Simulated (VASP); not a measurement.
Here is a VASP 6.6.1 calculation.

File POSCAR:

```
CaZrOs
1.0
    4.3035122000      0.0000000000      0.0000000000
    0.0000000000      4.3035122000      0.0000000000
    0.0000000000      0.0000000000      7.2048318800
Os Zr Ca
2 2 2
Direct
    0.0000000000      0.0000000000      0.0000000000
    0.5000000000      0.5000000000      0.0000000000
    0.0000000000      0.5000000000      0.7370000000
    0.5000000000      0.0000000000      0.2630000000
    0.0000000000      0.5000000000      0.1680000000
    0.5000000000      0.0000000000      0.8320000000
```

INCAR.step1

```
ALGO = Normal
EDIFF = 1E-4
ENCUT = 520
GGA = PE
ISMEAR = -1
LASPH = True
LCHARG = False
LREAL = False
LWAVE = True
NBANDS = 39
NELM = 100
PREC = Accurate
SIGMA = 0.1
```

The input INCAR.step2:

```
ALGO = Normal
EDIFF = 1E-7
ENCUT = 520
ISIF = 2
ISMEAR = -1
ISTART = 1
LASPH = True
LCHARG = True
LELF = True
LMIXTAU = True
LREAL = False
LVHAR = True
LWAVE = False
METAGGA = R2SCAN
NBANDS = 39
NELM = 100
PREC = Accurate
SIGMA = 0.1
```

The input KPOINTS:

```
k-points
0
Gamma
  8 8 5
```

Potentials or basis: VASP PAW PBE potentials, release 64 (Os, Zr_sv, Ca_sv).

Run with:

```console
$ cat potpaw_PBE.64/Os/POTCAR potpaw_PBE.64/Zr_sv/POTCAR potpaw_PBE.64/Ca_sv/POTCAR > POTCAR
$ cp INCAR.step1 INCAR
$ mpirun -np 1 vasp_std > vasp.out
$ cp INCAR.step2 INCAR
$ mpirun -np 1 vasp_std > vasp.out
```

(1) Estimate the pressure.

(2) Estimate the largest force.

(3) Estimate the band gap on the k mesh.

Results:

(1) 19.9 GPa.

(2) 6.030 eV/Å.

(3) zero (bands 30 and 31 overlap by 0.54 eV).

Caveat: the cell stands under pressure; the PAW data sets were made with another functional, which shifts forces and pressure a little; spin-orbit coupling is left out, which moves the levels of the heavy elements.
